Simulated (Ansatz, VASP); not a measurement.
## KF: VASP beside Ansatz

```
CELL_PARAMETERS angstrom
0.00000 2.65896 2.52920
2.65896 0.00000 2.52920
2.65896 2.65896 0.00000
ATOMIC_POSITIONS crystal
K 0.00000 0.00000 0.00000
F 0.50000 0.50000 0.50000
```

Change from the starting cell: uniaxial_z strain -4.9%.

Alike in both runs: task single point; functional r2SCAN; k mesh 8 × 8 × 8; no spin polarisation.

```csv
,VASP,Ansatz
version,VASP 6.6.1,Ansatz 0.2.0
potentials or method,"VASP PAW PBE potentials, release 64 (K_sv, F)","plane waves, PAW"
plane-wave cutoff (eV),520,500
occupations,"gaussian, width 0.01 eV",fixed
valence electrons in the cell,16,16
```

VASP gave:

```
gap on the k mesh at the Fermi level (eV)                     : 7.09
pressure (GPa)                                                : 2.3
traceless stress, the component that is largest in VASP (GPa) : 3.12
```

Q: What did Ansatz give for the same quantities?

A: gap on the k mesh at the Fermi level (eV): 7.09; pressure (GPa): 2.3; traceless stress, the component that is largest in VASP (GPa): 3.02.

VASP's potentials were made for PBE, not for r2SCAN.
